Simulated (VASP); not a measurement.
# SiNi3 (Pm-3m) in VASP: a series of runs, part 2 of 2

VASP 6.6.1. Earlier steps stand in the parts before.

## Step 6: Single point, r2SCAN, collinear spin, ferromagnetic start

This run uses another cell than the first one, of 10.66 Å³/atom, 0.960 times its volume.

File POSCAR:

```
SiNi3
1.0
    3.4941292669      0.0000000000      0.0000000000
    0.0000000000      3.4941292669      0.0000000000
    0.0000000000      0.0000000000      3.4941292669
Ni Si
3 1
Direct
    0.5000000000      0.5000000000      0.0000000000
    0.5000000000      0.0000000000      0.5000000000
    0.0000000000      0.5000000000      0.5000000000
    0.0000000000      0.0000000000      0.0000000000
```

File INCAR.step1:

```
SYSTEM = SiNi3
PREC     = Accurate       ! precision mode
ENCUT    = 520            ! plane-wave cutoff, eV
ISMEAR   = -1             ! smearing method
SIGMA    = 0.05           ! smearing width, eV
LREAL    = .FALSE.        ! projectors in reciprocal space
LASPH    = .TRUE.         ! aspherical terms in the spheres
NELM     = 150            ! most SCF steps
ISPIN    = 2              ! spin polarisation
MAGMOM   = 1 1 1 0        ! initial moments
LMAXMIX  = 4              ! l up to which the mixer works
NBANDS   = 29             ! bands
GGA      = PE             ! functional
ALGO     = Normal         ! electronic algorithm
EDIFF    = 1E-4           ! SCF threshold, eV
LWAVE    = .TRUE.         ! write WAVECAR
LCHARG   = .FALSE.        ! write CHGCAR
```

File INCAR.step2:

```
SYSTEM = SiNi3
PREC     = Accurate       ! precision mode
ENCUT    = 520            ! plane-wave cutoff, eV
EDIFF    = 1E-6           ! SCF threshold, eV
ISMEAR   = -1             ! smearing method
SIGMA    = 0.05           ! smearing width, eV
LREAL    = .FALSE.        ! projectors in reciprocal space
LASPH    = .TRUE.         ! aspherical terms in the spheres
NELM     = 150            ! most SCF steps
ALGO     = Normal         ! electronic algorithm
ISIF     = 2              ! what is computed and relaxed
LWAVE    = .FALSE.        ! write WAVECAR
LCHARG   = .FALSE.        ! write CHGCAR
ISPIN    = 2              ! spin polarisation
MAGMOM   = 1 1 1 0        ! initial moments
LORBIT   = 11             ! projections on sites
LMAXMIX  = 4              ! l up to which the mixer works
METAGGA  = R2SCAN         ! meta-GGA
LMIXTAU  = .TRUE.       
NBANDS   = 29             ! bands
ISTART   = 1
```

File KPOINTS:

```
regular mesh
0
G
  8 8 8
  0 0 0
```

Potentials or basis: VASP PAW PBE potentials, release 64 (Ni, Si).

Run with:

```
$ cat potpaw_PBE.64/Ni/POTCAR potpaw_PBE.64/Si/POTCAR > POTCAR
$ cp INCAR.step1 INCAR
$ mpirun -np 1 vasp_std > vasp.out
$ cp INCAR.step2 INCAR
$ mpirun -np 1 vasp_std > vasp.out
```

OUTCAR:

```text
SYSTEM = SiNi3
   PREC = Accurate
   ENCUT = 520
   EDIFF = 1E-6
   ISMEAR = -1
   LREAL = .FALSE.
   LASPH = .TRUE.
   NELM = 150
   ISIF = 2
   ISPIN = 2
   LORBIT = 11
   METAGGA = R2SCAN
   ISTART = 1

 ion  position               nearest neighbor table
   1  0.500  0.500  0.000-   2 2.47   3 2.47   4 2.47   2 2.47   3 2.47   2 2.47   4 2.47   2 2.47
                             3 2.47   4 2.47   3 2.47   4 2.47
   2  0.500  0.000  0.500-   1 2.47   3 2.47   4 2.47   1 2.47   4 2.47   1 2.47   3 2.47   1 2.47
                             3 2.47   4 2.47   4 2.47   3 2.47
   3  0.000  0.500  0.500-   1 2.47   2 2.47   4 2.47   1 2.47   4 2.47   2 2.47   4 2.47   4 2.47
                             1 2.47   2 2.47   1 2.47   2 2.47
   4  0.000  0.000  0.000-   1 2.47   2 2.47   3 2.47   2 2.47   3 2.47   1 2.47   3 2.47   3 2.47
                             1 2.47   2 2.47   2 2.47   1 2.47

  LATTYP: Found a simple cubic cell.
 ALAT       =     3.4941292669

  Lattice vectors:

 A1 = (   3.4941292669,   0.0000000000,   0.0000000000)
 A2 = (   0.0000000000,   3.4941292669,   0.0000000000)
 A3 = (   0.0000000000,   0.0000000000,   3.4941292669)

Analysis of symmetry for initial positions (statically):
=====================================================================
 Subroutine PRICEL returns:
 Original cell was already a primitive cell.

 Routine SETGRP: Setting up the symmetry group for a
 simple cubic supercell.

 Subroutine GETGRP returns: Found 48 space group operations
 (whereof 48 operations were pure point group operations)
 out of a pool of 48 trial point group operations.

The static configuration has the point symmetry O_h .

Analysis of symmetry for dynamics (positions and initial velocities):
=====================================================================
 Subroutine PRICEL returns:
 Original cell was already a primitive cell.

 Routine SETGRP: Setting up the symmetry group for a
 simple cubic supercell.

 Subroutine GETGRP returns: Found 48 space group operations
 (whereof 48 operations were pure point group operations)
 out of a pool of 48 trial point group operations.

The dynamic configuration has the point symmetry O_h .

Analysis of structural, dynamic, and magnetic symmetry:
=====================================================================
 Subroutine PRICEL returns:
 Original cell was already a primitive cell.

 Routine SETGRP: Setting up the symmetry group for a
 simple cubic supercell.

 Subroutine GETGRP returns: Found 48 space group operations
 (whereof 48 operations were pure point group operations)
 out of a pool of 48 trial point group operations.

The overall configuration has the point symmetry O_h .

 Subroutine INISYM returns: Found 48 space group operations
 (whereof 48 operations are pure point group operations),
 and found     1 'primitive' translations

----------------------------------------------------------------------------------------

                                     Primitive cell

  volume of cell :      42.6596

  direct lattice vectors                    reciprocal lattice vectors
     3.494129267  0.000000000  0.000000000     0.286194334  0.000000000  0.000000000
     0.000000000  3.494129267  0.000000000     0.000000000  0.286194334  0.000000000
     0.000000000  0.000000000  3.494129267     0.000000000  0.000000000  0.286194334

[... 82 lines left out ...]
   LNONCOLLINEAR =      F non collinear calculations
   LSORBIT =      F    spin-orbit coupling
   LASPH  =      T    aspherical Exc in radial PAW
   ENCUT  =  520.0 eV  38.22 Ry    6.18 a.u.   6.50  6.50  6.50*2*pi/ulx,y,z
   NELM   =    150;   NELMIN=  2; NELMDL=  0     # of ELM steps
   EDIFF  = 0.1E-05   stopping-criterion for ELM
   LREAL  =      F    real-space projection
   EDIFFG = 0.1E-04   stopping-criterion for IOM
   NSW    =      0    number of steps for IOM
   IBRION =     -1    ionic relax: 0-MD 1-quasi-New 2-CG
   NFREE  =      0    steps in history (QN), initial steepest desc. (CG)
   ISIF   =      2    stress and relaxation
   ISYM   =      2    0-nonsym 1-usesym 2-fastsym
   POTIM  = 0.5000    time-step for ionic-motion
   TEBEG  =    0.0;   TEEND  =   0.0 temperature during run
   PSTRESS=    0.0 pullay stress
   NELECT =      34.0000    total number of electrons
   NUPDOWN=      -1.0000    fix difference up-down
   EMIN   =  10.00;   EMAX   =-10.00  energy-range for DOS
   EFERMI =   0.00;   METHOD = LEGACY
   ISMEAR =    -1;   SIGMA  =   0.05  broadening in eV -4-tet -1-fermi 0-gaus
   EFERMI_NEDOS =   21; number of points for ismear=-14 and -15
   IALGO  =     38    algorithm
   IMIX   =      4    mixing-type and parameters
     AMIX     =   0.40;   BMIX     =  1.00
     AMIX_MAG =   1.60;   BMIX_MAG =  1.00
  volume/ion in A,a.u.               =      10.66        71.97
  Fermi-wavevector in a.u.,A,eV,Ry     =   1.517850  2.868320 31.346033  2.303868
  Thomas-Fermi vector in A             =   2.627050
   LORBIT       =     11    0 simple, 1 ext, 2 COOP (PROOUT), +10 PAW based schemes
   METAGGA = R2SCAN    functional components
   LHFCALC =     F    Hartree Fock is set to
   AEXX    =    0.0000 exact exchange contribution
   IVDW    =     0    specifies the selected vdW correction
   LEPSILON=     F    determine dielectric tensor
   LRPA    =     F    only Hartree local field effects (RPA)
 spin polarized calculation
  energy-cutoff  :      520.00
  volume of cell :       42.66
 maximum number of plane-waves:      1189
 NGX is ok and might be reduce to    28
   NGX = 13   NGY = 13   NGZ = 13

 number of electron      33.9999976 magnetization      -0.0045069

 Free energy of the ion-electron system (eV)
  ---------------------------------------------------
  ext. energy  EPLUGINS =         0.00000000
  ---------------------------------------------------
  free energy    TOTEN  =       -46.36325784 eV

  energy without entropy =      -46.34474260  energy(sigma->0) =      -46.35400022

 E-fermi :  10.6329     XC(G=0): -14.2520

 val. band max:       10.6298452134   @ k =   0.5000   0.3750   0.3750
 cond. band min:      10.6333014800   @ k =   0.5000   0.3750   0.3750
 fundamental gap:      0.0034562666
 Fermi energy:        10.6328963424

 spin component 1

 k-point     1 :       0.0000    0.0000    0.0000
  band No.  band energies     occupation
      1      -1.9430      1.00000
      2       5.4940      1.00000
      3       6.3716      1.00000
      4       6.3716      1.00000
      5       6.9358      1.00000
      6       6.9358      1.00000
[... 757 lines left out ...]
     28      26.3038      0.00000
     29      28.8057      0.00000

 [... further k-points ...]

 spin component 2

 k-point     1 :       0.0000    0.0000    0.0000
  band No.  band energies     occupation
      1      -1.9423      1.00000
      2       5.4939      1.00000
      3       6.3704      1.00000
      4       6.3704      1.00000
      5       6.9331      1.00000
      6       6.9331      1.00000
[... 757 lines left out ...]
     28      26.3036      0.00000
     29      28.8058      0.00000

 [... further k-points ...]
[... 5 lines left out ...]
  --------------------------------------------------------------------------------------
  -------------------------------------------------------------------------------------
  Total       -1.4231522     -1.4231522     -1.4231522     -0.0000000     -0.0000000      0.0000000
  in kB      -53.4496691    -53.4496691    -53.4496691     -0.0000000     -0.0000000      0.0000000
  external PRESSURE =     -53.4496691 kB  Pullay stress =       0.0000000 kB

 VOLUME and BASIS-vectors are now :
 -----------------------------------------------------------------------------
  energy-cutoff  :      520.00
  volume of cell :       42.66
      direct lattice vectors                 reciprocal lattice vectors
     3.494129267  0.000000000  0.000000000     0.286194334  0.000000000  0.000000000
     0.000000000  3.494129267  0.000000000     0.000000000  0.286194334  0.000000000
     0.000000000  0.000000000  3.494129267     0.000000000  0.000000000  0.286194334

 POSITION                                       TOTAL-FORCE (eV/Angst)
 -----------------------------------------------------------------------------------
      1.74706      1.74706      0.00000         0.000000      0.000000      0.000000
      1.74706      0.00000      1.74706         0.000000      0.000000      0.000000
      0.00000      1.74706      1.74706         0.000000      0.000000      0.000000
      0.00000      0.00000      0.00000         0.000000      0.000000      0.000000
 -----------------------------------------------------------------------------------
    total drift:                                0.000000      0.000000      0.000000

  FREE ENERGIE OF THE ION-ELECTRON SYSTEM (eV)
  ---------------------------------------------------
  free  energy   TOTEN  =       -46.3632578384 eV

  energy  without entropy=      -46.3447426016  energy(sigma->0) =      -46.35400022

 total charge

# of ion       s       p       d       tot
------------------------------------------
    1        0.501   0.602   8.426   9.529
    2        0.501   0.602   8.426   9.529
    3        0.501   0.602   8.426   9.529
    4        0.717   0.838   0.000   1.555
--------------------------------------------------
tot          2.219   2.644  25.279  30.142

 magnetization (x)

# of ion       s       p       d       tot
------------------------------------------
    1        0.000   0.000  -0.002  -0.002
    2        0.000   0.000  -0.002  -0.002
    3        0.000   0.000  -0.002  -0.002
    4        0.000   0.000   0.000   0.000
--------------------------------------------------
tot          0.000   0.001  -0.006  -0.005
```

Wall time 2.3 min (1 thread of AMD EPYC 9R45 (Zen 5), shared host); peak memory 0.19 GiB.

Results:

| Quantity | Value |
| --- | --- |
| Free energy | -46.3633 eV |
| Pressure | -5.3 GPa |
| Band gap on the k mesh | zero (filled and empty bands overlap) |
| Net moment | 0.00 μB per cell |
| Valence electrons inside the program's atomic spheres | Ni 9.53; Si 1.55 |

Levels at points of the mesh, in eV from the Fermi level:
Spin up:
```tsv
k point	band 14	band 15	band 16	band 17	band 18	band 19	band 20	band 21
(0.00, 0.00, 0.00)	-0.73	-0.73	-0.36	0.05	0.05	0.05	5.37	6.61
(0.50, 0.00, 0.00)	-1.36	-1.23	-0.66	0.05	3.81	3.81	5.52	5.52
(0.50, 0.50, 0.00)	-1.54	-1.17	-1.07	-0.96	0.66	0.66	5.92	6.87
(0.50, 0.50, 0.50)	-1.31	-1.31	-0.46	-0.22	-0.22	-0.22	1.41	4.26
```
Spin down:
```
           k point  band 14  band 15  band 16  band 17  band 18  band 19  band 20  band 21
(0.00, 0.00, 0.00)    -0.74    -0.74    -0.36     0.04     0.04     0.04     5.37     6.61
(0.50, 0.00, 0.00)    -1.36    -1.23    -0.66     0.04     3.81     3.81     5.52     5.52
(0.50, 0.50, 0.00)    -1.54    -1.18    -1.07    -0.97     0.66     0.66     5.92     6.87
(0.50, 0.50, 0.50)    -1.31    -1.31    -0.46    -0.23    -0.23    -0.23     1.41     4.26
```

Caveat: the PAW data sets were made with another functional, which shifts forces and pressure a little.

## Step 7: Overview

| level | cell | k mesh | gap on the mesh (eV) | pressure (GPa) | moment (μB) |
| --- | --- | --- | --- | --- | --- |
| RPBE | a = 3.542 Å, 4 atoms | 4 × 4 × 4 | none | -1.3 | 0.00 |
| revPBE | a = 3.542 Å, 4 atoms | 4 × 4 × 4 | none | -2.6 | 0.00 |
| BLYP | a = 3.542 Å, 4 atoms | 4 × 4 × 4 | none | 3.9 | 0.00 |
| r2SCAN | a = 3.542 Å, 4 atoms | 4 × 4 × 4 | none | -13.0 | 0.00 |
| r2SCAN | a = 3.494 Å, 4 atoms | 8 × 8 × 8 | none | -5.3 | 0.00 |

Alike in all rows: task single point; potentials or basis VASP PAW PBE potentials, release 64 (Ni, Si); spin collinear, ferromagnetic start; cutoff (eV) 520; smearing fermi-dirac 0.05 eV.

Caveats: some runs use coarse meshes; the PAW data sets were made with another functional, which shifts forces and pressure a little.

Total energies depend on the potentials used, so only differences within one code and one set of settings carry meaning.
